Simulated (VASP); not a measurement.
# HgTe (NiAs type) (P6_3/mmc) in VASP: single point with PBE

Aim: the single point of HgTe (NiAs type) with PBE.

Program: VASP 6.6.1. These are calculated values, not measurements. Logs are shortened: lines on timing, memory, paths and dates and some standing lists are left out, and cuts for length are marked.

**1. The cell of the first run**

It takes space group P6_3/mmc (No. 194, hexagonal). The conventional cell has a = 3.826 Å, b = 3.826 Å, c = 7.184 Å, α = 90.00°, β = 90.00°, γ = 120.00°. Within 3.9 Å of Hg (site symmetry -3m) lie 6 Te at 2.85 Å and 8 Hg at 3.59 to 3.83 Å. Te (site symmetry -6m2) has 6 Hg at 2.85 Å and 6 Te at 3.83 Å within 3.9 Å.

**2. Single point, PBE**

The input, INCAR:

```
PREC = Accurate
ENCUT = 520
EDIFF = 1E-6
ISMEAR = -1
SIGMA = 0.08
LREAL = False
LASPH = True
NELM = 60
ALGO = Normal
ISIF = 2
LWAVE = False
LCHARG = False
GGA = PE
NBANDS = 26
```

The input, KPOINTS:

```
Automatic mesh
0
Gamma
  9 9 5
```

The input, POSCAR:

```
HgTe
1.0
    3.8257295585      0.0000000000      0.0000000000
   -1.9128647792      3.3131789856      0.0000000000
    0.0000000000      0.0000000000      7.1835707560
Hg Te
2 2
Direct
    0.0000000000      0.0000000000      0.0000000000
    0.0000000000      0.0000000000      0.5000000000
    0.3333333333      0.6666666667      0.2500000000
    0.6666666667      0.3333333333      0.7500000000
```

Potentials or basis: VASP PAW PBE potentials, release 64 (Hg, Te).

Run with:

```sh
$ cat potpaw_PBE.64/Hg/POTCAR potpaw_PBE.64/Te/POTCAR > POTCAR
$ mpirun -np 1 vasp_std > vasp.out
```

OUTCAR:

```text
PREC = Accurate
   ENCUT = 520
   EDIFF = 1E-6
   ISMEAR = -1
   LREAL = False
   LASPH = True
   NELM = 60
   ISIF = 2
   GGA = PE

 ion  position               nearest neighbor table
   1  0.000  0.000  0.000-   3 2.85   4 2.85   3 2.85   4 2.85   4 2.85   3 2.85   2 3.59   2 3.59

   2  0.000  0.000  0.500-   3 2.85   4 2.85   3 2.85   4 2.85   4 2.85   3 2.85   1 3.59   1 3.59

   3  0.333  0.667  0.250-   1 2.85   2 2.85   1 2.85   2 2.85   1 2.85   2 2.85
   4  0.667  0.333  0.750-   1 2.85   2 2.85   1 2.85   2 2.85   1 2.85   2 2.85

  LATTYP: Found a hexagonal cell.
 ALAT       =     3.8257295585
 C/A-ratio  =     1.8776995724

  Lattice vectors:

 A1 = (   3.8257295585,   0.0000000000,   0.0000000000)
 A2 = (  -1.9128647792,   3.3131789856,   0.0000000000)
 A3 = (   0.0000000000,   0.0000000000,   7.1835707560)

Analysis of symmetry for initial positions (statically):
=====================================================================
 Subroutine PRICEL returns:
 Original cell was already a primitive cell.

 Routine SETGRP: Setting up the symmetry group for a
 hexagonal supercell.

 Subroutine GETGRP returns: Found 24 space group operations
 (whereof 12 operations were pure point group operations)
 out of a pool of 24 trial point group operations.

The static configuration has the point symmetry D_3d.
 The point group associated with its full space group is D_6h.

Analysis of symmetry for dynamics (positions and initial velocities):
=====================================================================
 Subroutine PRICEL returns:
 Original cell was already a primitive cell.

 Routine SETGRP: Setting up the symmetry group for a
 hexagonal supercell.

 Subroutine GETGRP returns: Found 24 space group operations
 (whereof 12 operations were pure point group operations)
 out of a pool of 24 trial point group operations.

The dynamic configuration has the point symmetry D_3d.
 The point group associated with its full space group is D_6h.

 Subroutine INISYM returns: Found 24 space group operations
 (whereof 12 operations are pure point group operations),
 and found     1 'primitive' translations

----------------------------------------------------------------------------------------

                                     Primitive cell

  volume of cell :      91.0541

  direct lattice vectors                    reciprocal lattice vectors
     3.825729558  0.000000000  0.000000000     0.261388053  0.150912463  0.000000000
    -1.912864779  3.313178986  0.000000000     0.000000000  0.301824925  0.000000000
     0.000000000  0.000000000  7.183570756     0.000000000  0.000000000  0.139206536

  length of vectors
     3.825729558  3.825729558  7.183570756     0.301824925  0.301824925  0.139206536

  position of ions in fractional coordinates (direct lattice)
     0.000000000  0.000000000  0.000000000
     0.000000000  0.000000000  0.500000000
     0.333333333  0.666666667  0.250000000
     0.666666667  0.333333333  0.750000000

  ion indices of the primitive-cell ions
   primitive index   ion index
                 1           1
                 2           2
                 3           3
                 4           4

----------------------------------------------------------------------------------------

 KPOINTS: Automatic mesh

Automatic generation of k-mesh.
 Grid dimensions read from file:
 generate k-points for:    9    9    5

 Generating k-lattice:

  Cartesian coordinates                     Fractional coordinates (reciprocal lattice)
     0.029043117  0.016768051  0.000000000     0.111111111 -0.000000000  0.000000000
     0.000000000  0.033536103  0.000000000     0.000000000  0.111111111  0.000000000
     0.000000000  0.000000000  0.027841307     0.000000000  0.000000000  0.200000000

  Length of vectors
     0.033536103  0.033536103  0.027841307

  Shift w.r.t. Gamma in fractional coordinates (k-lattice)
     0.000000000  0.000000000  0.000000000

 Subroutine IBZKPT returns following result:
 ===========================================

 Found     36 irreducible k-points:

 Following reciprocal coordinates:
            Coordinates               Weight
  0.000000  0.000000  0.000000      1.000000
  0.111111 -0.000000  0.000000      6.000000
  0.222222  0.000000  0.000000      6.000000
  0.333333  0.000000  0.000000      6.000000
  0.444444  0.000000  0.000000      6.000000
  0.111111  0.111111  0.000000      6.000000
[... 16 lines left out ...]
  0.333333  0.222222  0.200000     24.000000
  0.333333  0.333333  0.200000      4.000000
 [... further k-points ...]
   k-points           NKPTS =     36   k-points in BZ     NKDIM =     36   number of bands    NBANDS=     26
   number of dos      NEDOS =    301   number of ions     NIONS =      4
   total plane-waves  NPLWV =  42336
   dimension x,y,z NGX =    28 NGY =   28 NGZ =   54
   dimension x,y,z NGXF=    56 NGYF=   56 NGZF=  108
   ions per type =               2   2
   NGX,Y,Z   is equivalent  to a cutoff of  12.17, 12.17, 12.50 a.u.
   NGXF,Y,Z  is equivalent  to a cutoff of  24.33, 24.33, 24.99 a.u.
 SYSTEM =  unknown system
   PREC   = accura    normal or accurate (medium, high low for compatibility)
   ISTART =      0    job   : 0-new  1-cont  2-samecut
   ICHARG =      2    charge: 1-file 2-atom 10-const
   ISPIN  =      1    spin polarized calculation?
   LNONCOLLINEAR =      F non collinear calculations
   LSORBIT =      F    spin-orbit coupling
   LASPH  =      T    aspherical Exc in radial PAW
   ENCUT  =  520.0 eV  38.22 Ry    6.18 a.u.   7.11  7.11 13.36*2*pi/ulx,y,z
   NELM   =     60;   NELMIN=  2; NELMDL= -5     # of ELM steps
   EDIFF  = 0.1E-05   stopping-criterion for ELM
   LREAL  =      F    real-space projection
   EDIFFG = 0.1E-04   stopping-criterion for IOM
   NSW    =      0    number of steps for IOM
   IBRION =     -1    ionic relax: 0-MD 1-quasi-New 2-CG
   NFREE  =      0    steps in history (QN), initial steepest desc. (CG)
   ISIF   =      2    stress and relaxation
   ISYM   =      2    0-nonsym 1-usesym 2-fastsym
   POTIM  = 0.5000    time-step for ionic-motion
   TEBEG  =    0.0;   TEEND  =   0.0 temperature during run
   PSTRESS=    0.0 pullay stress
   NELECT =      36.0000    total number of electrons
   NUPDOWN=      -1.0000    fix difference up-down
   EMIN   =  10.00;   EMAX   =-10.00  energy-range for DOS
   EFERMI =   0.00;   METHOD = LEGACY
   ISMEAR =    -1;   SIGMA  =   0.08  broadening in eV -4-tet -1-fermi 0-gaus
   EFERMI_NEDOS =   21; number of points for ismear=-14 and -15
   IALGO  =     38    algorithm
   IMIX   =      4    mixing-type and parameters
     AMIX     =   0.40;   BMIX     =  1.00
     AMIX_MAG =   1.60;   BMIX_MAG =  1.00
  volume/ion in A,a.u.               =      22.76       153.62
  Fermi-wavevector in a.u.,A,eV,Ry     =   1.201552  2.270604 19.643093  1.443727
  Thomas-Fermi vector in A             =   2.337357
   LORBIT       =      0    0 simple, 1 ext, 2 COOP (PROOUT), +10 PAW based schemes
   GGA     = PE    functional components
   LHFCALC =     F    Hartree Fock is set to
   AEXX    =    0.0000 exact exchange contribution
   IVDW    =     0    specifies the selected vdW correction
   LEPSILON=     F    determine dielectric tensor
   LRPA    =     F    only Hartree local field effects (RPA)
 non-spin polarized calculation
  energy-cutoff  :      520.00
  volume of cell :       91.05
 maximum number of plane-waves:      2476
   NGX = 15   NGY = 15   NGZ = 27

 number of electron      36.0000002 magnetization

 Free energy of the ion-electron system (eV)
  ---------------------------------------------------
  ext. energy  EPLUGINS =         0.00000000
  ---------------------------------------------------
  free energy    TOTEN  =        -5.04982550 eV

  energy without entropy =       -5.01882741  energy(sigma->0) =       -5.03432645

 E-fermi :   7.2519     XC(G=0): -10.9736

 val. band max:        7.2276989135   @ k =   0.3333   0.0000   0.2000
 cond. band min:       7.3054919659   @ k =   0.4444   0.1111   0.4000
 fundamental gap:      0.0777930524
 Fermi energy:         7.2518845843

 k-point     1 :       0.0000    0.0000    0.0000
  band No.  band energies     occupation
      1      -6.7109      2.00000
      2      -5.1291      2.00000
      3      -1.6859      2.00000
      4      -0.9480      2.00000
      5      -0.9480      2.00000
      6      -0.8564      2.00000
[... 18 lines left out ...]
     25      14.1284      0.00000
     26      14.1284      0.00000

 k-point     2 :       0.1111   -0.0000    0.0000
  band No.  band energies     occupation
      1      -6.5606      2.00000
      2      -5.1000      2.00000
      3      -1.5127      2.00000
      4      -0.9304      2.00000
      5      -0.8704      2.00000
      6      -0.8287      2.00000
[... 18 lines left out ...]
     25      13.8755      0.00000
     26      14.2532      0.00000

 k-point     3 :       0.2222    0.0000    0.0000
  band No.  band energies     occupation
      1      -6.1314      2.00000
      2      -5.0208      2.00000
      3      -1.1296      2.00000
      4      -0.9203      2.00000
      5      -0.8299      2.00000
      6      -0.6612      2.00000
[... 18 lines left out ...]
     25      13.9979      0.00000
     26      14.6155      0.00000

 k-point     4 :       0.3333    0.0000    0.0000
  band No.  band energies     occupation
      1      -5.5295      2.00000
      2      -4.8903      2.00000
      3      -1.1502      2.00000
      4      -1.0211      2.00000
      5      -0.9584      2.00000
      6      -0.7437      2.00000
[... 18 lines left out ...]
     25      14.7555      0.00000
     26      16.1802      0.00000
[... 496 lines left out ...]
      1      -5.1547      2.00000
      2      -4.8868      2.00000
      3      -1.2207      2.00000
      4      -1.0144      2.00000
      5      -0.7753      2.00000
      6      -0.7026      2.00000
[... 18 lines left out ...]
     25      14.2503      0.00000
     26      14.5418      0.00000

 k-point    23 :       0.3333    0.2222    0.2000
  band No.  band energies     occupation
      1      -4.8348      2.00000
      2      -4.6766      2.00000
      3      -1.3399      2.00000
      4      -1.0881      2.00000
      5      -0.8096      2.00000
      6      -0.7376      2.00000
[... 18 lines left out ...]
     25      14.2779      0.00000
     26      15.2069      0.00000

 k-point    24 :       0.3333    0.3333    0.2000
  band No.  band energies     occupation
      1      -4.6651      2.00000
      2      -4.6651      2.00000
      3      -1.2478      2.00000
      4      -1.0057      2.00000
      5      -1.0057      2.00000
      6      -0.6746      2.00000
[... 18 lines left out ...]
     25      14.8497      0.00000
     26      15.1737      0.00000

 [... further k-points ...]

------------------------ aborting loop because EDIFF is reached ----------------------------------------

  FORCE on cell =-STRESS in cart. coord.  units (eV):
  Direction    XX          YY          ZZ          XY          YZ          ZX
  --------------------------------------------------------------------------------------
  -------------------------------------------------------------------------------------
  Total       12.7190709     12.7190709     12.7898758      0.0000000      0.0000000      0.0000000
  in kB      223.8032721    223.8032721    225.0491476      0.0000000      0.0000000      0.0000000
  external PRESSURE =     224.2185639 kB  Pullay stress =       0.0000000 kB

 VOLUME and BASIS-vectors are now :
 -----------------------------------------------------------------------------
  energy-cutoff  :      520.00
  volume of cell :       91.05
      direct lattice vectors                 reciprocal lattice vectors
     3.825729558  0.000000000  0.000000000     0.261388053  0.150912463  0.000000000
    -1.912864779  3.313178986  0.000000000     0.000000000  0.301824925  0.000000000
     0.000000000  0.000000000  7.183570756     0.000000000  0.000000000  0.139206536

 POSITION                                       TOTAL-FORCE (eV/Angst)
 -----------------------------------------------------------------------------------
      0.00000      0.00000      0.00000         0.000000      0.000000     -0.000000
      0.00000      0.00000      3.59179         0.000000      0.000000     -0.000000
     -0.00000      2.20879      1.79589        -0.000000     -0.000000     -0.000000
      1.91286      1.10439      5.38768         0.000000      0.000000      0.000000
 -----------------------------------------------------------------------------------
    total drift:                               -0.000000      0.000000      0.000000

  FREE ENERGIE OF THE ION-ELECTRON SYSTEM (eV)
  ---------------------------------------------------
  free  energy   TOTEN  =        -5.0498254980 eV

  energy  without entropy=       -5.0188274096  energy(sigma->0) =       -5.03432645
```

Wall time 47 s (1 thread of AMD EPYC 9R45 (Zen 5), shared host); peak memory 0.21 GiB.

Results:

```
Free energy            : -5.0498 eV
Pressure               : 22.4 GPa
Band gap on the k mesh : zero (bands 18 and 19 overlap by 3.63 eV)
```

Caveat: the cell stands under pressure; spin-orbit coupling is left out, which moves the levels of the heavy elements.

The gap in the log of VASP goes by the Fermi energy; the results here count the filled bands.